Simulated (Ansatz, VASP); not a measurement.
**Pt: VASP beside Ansatz**

File INCAR:

```
SYSTEM = Pt
PREC = Accurate
ENCUT = 520
EDIFF = 1E-6
ISMEAR = 0
SIGMA = 0.15
LREAL = .FALSE.
LASPH = .TRUE.
NELM = 100
ALGO = Fast
ISIF = 2
LWAVE = .FALSE.
LCHARG = .FALSE.
GGA = PS
NBANDS = 11
```

KPOINTS

```
Automatic mesh
0
G
  26 26 26
  0 0 0
```

POSCAR

```
Pt
1.0
   -1.5370635422      1.5370635422      1.5604706012
    1.5370635422     -1.5370635422      1.5604706012
    1.5370635422      1.5370635422     -1.5604706012
Pt
1
Direct
    0.0000000000      0.0000000000      0.0000000000
```

Input for Ansatz:

```yaml
crystal:
  lattice:
    - [-1.5370635422, 1.5370635422, 1.5604706012]
    - [1.5370635422, -1.5370635422, 1.5604706012]
    - [1.5370635422, 1.5370635422, -1.5604706012]
  atoms:
    - { symbol: Pt, position: [0.0, 0.0, 0.0] }
basis:
  ecutwfc: 420
kpoints:
  mp_grid: { grid: [26, 26, 26] }
hamiltonian:
  xc: pbesol
scf:
  occupations: { method: gaussian, width: 0.15 }
output:
  forces: true
  stress: true
  eigenvalues: true
```

Change from the starting cell: strain -0.015 along x and y, +0.000 along z, atoms carried along.

Alike in both runs: task single point; functional PBEsol; k mesh 26 × 26 × 26; occupations gaussian, width 0.15 eV; no spin polarisation.

|  | VASP | Ansatz |
| --- | --- | --- |
| version | VASP 6.6.1 | Ansatz 0.2.0 |
| potentials or method | VASP PAW PBE potentials, release 64 (Pt), cutoff 520 eV | scalar-relativistic, plane waves, PAW |
| valence electrons in the cell | 10 | 18 |

```tsv
	VASP	Ansatz	Ansatz less VASP
gap on the k mesh at the Fermi level (eV)	none	none	-
pressure (GPa)	8.8	9.2	+0.34
traceless stress, the component that is largest in VASP (GPa)	1.09	1.08	-0.005
```

VASP's potentials were made for PBE, not for PBEsol. A gap of «none» marks a metal or a gap that the smearing closes. VASP's potentials hold 10 valence electrons a cell and Ansatz's 18, so a difference there can come from the potentials and not from the codes.

Neither program's run includes spin-orbit coupling.
